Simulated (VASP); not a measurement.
Wanted: the native input for a VASP 6.6.1 run.

| Item | Value |
| --- | --- |
| Task | single point |
| Functional | LDA |
| Potentials or basis | VASP PAW LDA potentials, release 64 (K_sv, Cl) |
| Cutoff | 520 eV |
| k mesh | 6 × 6 × 6 |
| Occupations | gaussian, width 0.05 eV |
| Spin | no spin polarisation |
| Dipole correction | no |
| Further INCAR settings | ALGO = Normal; EDIFF = 1e-07; NBANDS = 15 |

The structure of KCl lies in POSCAR:

```
KCl
1.0
    0.0000000000      3.2034415000      3.1561000000
    3.2034415000      0.0000000000      3.1561000000
    3.2034415000      3.2034415000      0.0000000000
K Cl
1 1
Direct
    0.0000000000      0.0000000000      0.0000000000
    0.5000000000      0.5000000000      0.5000000000
```

This cell differs from its parent crystal: strain +0.0150 x Voigt [1, 1, 0, 0, 0, 0].

One way to write it, as run:

INCAR

```
PREC = Accurate
ENCUT = 520
EDIFF = 1E-7
ISMEAR = 0
SIGMA = 0.05
LREAL = F
LASPH = T
NELM = 100
ALGO = Normal
ISIF = 2
LWAVE = F
LCHARG = F
NBANDS = 15
```

KPOINTS

```
regular mesh
0
Gamma
  6 6 6
```

Potentials or basis: VASP PAW LDA potentials, release 64 (K_sv, Cl).

The run is started by

```sh
$ cat potpaw_LDA.64/K_sv/POTCAR potpaw_LDA.64/Cl/POTCAR > POTCAR
$ mpirun -np 1 vasp_std > vasp.out
```

It gave:

```yaml
Pressure: -2.4 GPa
Band_gap_on_the_k_mesh: 4.62 eV
```

Caveat: the cell differs from its parent crystal (strain +0.0150 x Voigt [1, 1, 0, 0, 0, 0]).

Run time: 54 s on 1 thread of Intel Xeon 8259CL, with other jobs on the host, peak memory 0.18 GiB.
